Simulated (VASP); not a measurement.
Write the native input for VASP 6.6.1 that does the following.

```yaml
Task: single point
Functional: PBE
Potentials_or_basis: VASP PAW PBE potentials, release 64 (Mg, Pt, S)
Cutoff: 600 eV
k_mesh: 3 × 3 × 2
Occupations: gaussian, width 0.15 eV
Spin: no spin polarisation
Dipole_correction: no
Further_INCAR_settings: ALGO = Normal; EDIFF = 1e-06; NBANDS = 23
```

The structure of MgPtS3 lies in POSCAR:

```
MgPtS3
1.0
    4.3321456866      0.0000000000      0.0000000000
    0.0000000000      4.3321456866      0.0000000000
    0.0000000000      0.0000000000      6.2433345446
Mg Pt S
1 1 3
Direct
    0.0000000000      0.0000000000      0.5532773266
    0.5000000000      0.5000000000      0.9159600140
    0.0000000000      0.0000000000      0.1744451192
    0.0000000000      0.5000000000      0.7639500151
    0.5000000000      0.0000000000      0.7639500151
```

These files were run (other wordings do the same):

INCAR

```
  ALGO = Normal
  EDIFF = 1E-6
  ENCUT = 600
  GGA = PE
  GGA_COMPAT = F
  ISIF = 2
  ISMEAR = 0
  LASPH = T
  LCHARG = F
  LREAL = F
  LWAVE = F
  NBANDS = 23
  NELM = 120
  PREC = Accurate
  SIGMA = 0.15
```

KPOINTS

```
k-points
0
Gamma
  3 3 2
```

Potentials or basis: VASP PAW PBE potentials, release 64 (Mg, Pt, S).

Command:

```bash
$ cat potpaw_PBE.64/Mg/POTCAR potpaw_PBE.64/Pt/POTCAR potpaw_PBE.64/S/POTCAR > POTCAR
$ mpirun -np 1 vasp_std > vasp.out
```

It gave:

| Quantity | Value |
| --- | --- |
| Pressure | 0.1 GPa |
| Largest force | 0.042 eV/Å |
| Band gap on the k mesh | zero (band 15 reaches 3.68 eV, above the bottom of band 16 at 2.82 eV) |

Caveat: the k points lie up to 0.50 Å⁻¹ apart; spin-orbit coupling is left out, which moves the levels of the heavy elements.

Wall time 19 s on 1 thread of AMD EPYC 9R45 96-Core Processor (Zen 5) (shared host), peak memory 0.22 GiB.
